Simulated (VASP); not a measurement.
Crystal: Sn.

```xyz
2
Lattice="-2.9401 2.9401 1.5993 2.9401 -2.9401 1.5993 2.9401 2.9401 -1.5993" Properties=species:S:1:pos:R:3 pbc="T T T"
Sn    0.0000    2.9401    0.7997
Sn    0.0000    0.0000    0.0000
```

| Property | Result |
| --- | --- |
| Program | VASP 6.6.1 |
| Task | relaxation of cell and atoms |
| Functional | PBEsol |
| Potentials or basis | VASP PAW PBE potentials, release 64 (Sn_d) |
| Cutoff | 600 eV |
| k mesh | 14 × 14 × 14 |
| Occupations | gaussian, width 0.1 eV |
| Spin | no spin polarisation |

At the start: pressure -1.4 GPa; volume 27.65 Å³/atom.

Where does the relaxation end?

Over 7 steps the energy falls by 3.7 meV/atom and the volume is 26.87 Å³/atom (-2.8 %); space group I4_1/amd (No. 141, to 0.1 Å) before and after.

Step by step:
```tsv
step	energy change (eV)	largest force (eV/Å)	pressure (GPa)	volume (Å³)
1	0.0000	0.0000	-1.44	55.30
2	-0.0069	0.0000	0.43	53.34
3	-0.0074	0.0000	0.01	53.73
4	-0.0074	0.0000	-0.07	53.76
5	-0.0075	0.0000	0.00	53.76
6	-0.0075	0.0000	0.03	53.74
7	-0.0075	0.0000	-0.01	53.75
```

Final structure:
```xyz
2
Lattice="-2.9086 2.9086 1.5883 2.9086 -2.9086 1.5883 2.9086 2.9086 -1.5883" Properties=species:S:1:pos:R:3 pbc="T T T"
Sn    0.0000    2.9086    0.7941
Sn    0.0000    0.0000    0.0000
```

Caveat: the PAW data sets were made with another functional, which shifts forces and pressure a little.
